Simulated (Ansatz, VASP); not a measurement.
## Two plane-wave programs on Sn2Pb

```
Sn Pb
1.0
     0.00000    4.49636    4.49636
     4.49636    0.00000    4.49636
     4.49636    4.49636    0.00000
Sn Pb
4 2
Direct
  0.12500 0.12500 0.62500
  0.12500 0.12500 0.12500
  0.12500 0.62500 0.12500
  0.62500 0.12500 0.12500
  0.75000 0.75000 0.75000
  0.50000 0.50000 0.50000
```

Alike in both runs: functional PBE; k mesh 6 × 6 × 6; occupations gaussian, width 0.1 eV; no spin polarisation.

Ansatz relaxed the structure, and its values are those at the end. VASP's run is a single point on that final structure, the one shown.

|  | VASP | Ansatz |
| --- | --- | --- |
| version | VASP 6.6.1 | Ansatz 0.2.0 |
| potentials or method | VASP PAW PBE potentials, release 64 (Sn_d, Pb_d), cutoff 520 eV | scalar-relativistic, plane waves, PAW |
| valence electrons in the cell | 84 | 84 |

|  | VASP | Ansatz | Ansatz less VASP |
| --- | --- | --- | --- |
| gap on the k mesh at the Fermi level (eV) | none | none | - |
| pressure (GPa) | -0.1 | 0.0 | +0.05 |

A gap of «none» marks a metal or a gap that the smearing closes.

Spin-orbit coupling is off throughout.
